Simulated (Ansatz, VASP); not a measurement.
# One calculation of Rb, two programs

INCAR

```
SYSTEM = Rb
PREC = Accurate
ENCUT = 520
EDIFF = 1E-6
ISMEAR = 1
SIGMA = 1.0
LREAL = .FALSE.
LASPH = .TRUE.
NELM = 60
ALGO = Normal
ISIF = 2
LWAVE = .FALSE.
LCHARG = .FALSE.
NBANDS = 10
```

The input KPOINTS:

```
Automatic mesh
0
G
  8 8 8
  0 0 0
```

POSCAR

```
Rb
1.0
   -2.6859640533      2.6859640533      2.6859640533
    2.6859640533     -2.6859640533      2.6859640533
    2.6859640533      2.6859640533     -2.6859640533
Rb
1
Direct
    0.0000000000      0.0000000000      0.0000000000
```

Input for Ansatz:

```yaml
crystal:
  lattice:
    - [-2.6859640533, 2.6859640533, 2.6859640533]
    - [2.6859640533, -2.6859640533, 2.6859640533]
    - [2.6859640533, 2.6859640533, -2.6859640533]
  atoms:
    - { symbol: Rb, position: [0.0, 0.0, 0.0] }
hamiltonian:
  xc: lda
  pseudopotentials:
    kind: paw
    azcp:
      Rb: "pseudopotentials/Rb.paw.azcp"
basis:
  ecutwfc: 420
  fft_grid_basis: typed
kpoints:
  mp_grid: { grid: [8, 8, 8], shift: [0, 0, 0] }
magnetization:
  spin_polarized: false
scf:
  occupations: { method: cold, width: 1.0 }
  lower_state_search: "off"
output:
  stress: true
  write_density: true
  write_potential: true
  elf: true
  volumetric_format: npy
```

Alike in both runs: task single point; functional LDA; k mesh 8 × 8 × 8; no spin polarisation.

|  | VASP | Ansatz |
| --- | --- | --- |
| version | VASP 6.6.1 | Ansatz 0.2.0 |
| potentials or method | VASP PAW LDA potentials, release 64 (Rb_sv), cutoff 520 eV | plane waves (420 eV) with PAW, scalar-relativistic |
| occupations | methfessel-paxton of order 1, width 1 eV | cold, width 1 eV |
| valence electrons in the cell | 9 | 9 |

```csv
,VASP,Ansatz,Ansatz less VASP
pressure (GPa),0.0,0.0,+0.03
```

Ansatz warns that its potentials were made for another functional, while VASP's fit it. LDA's correlation is that of Perdew and Zunger in VASP and of Perdew and Wang (1992) in Ansatz.
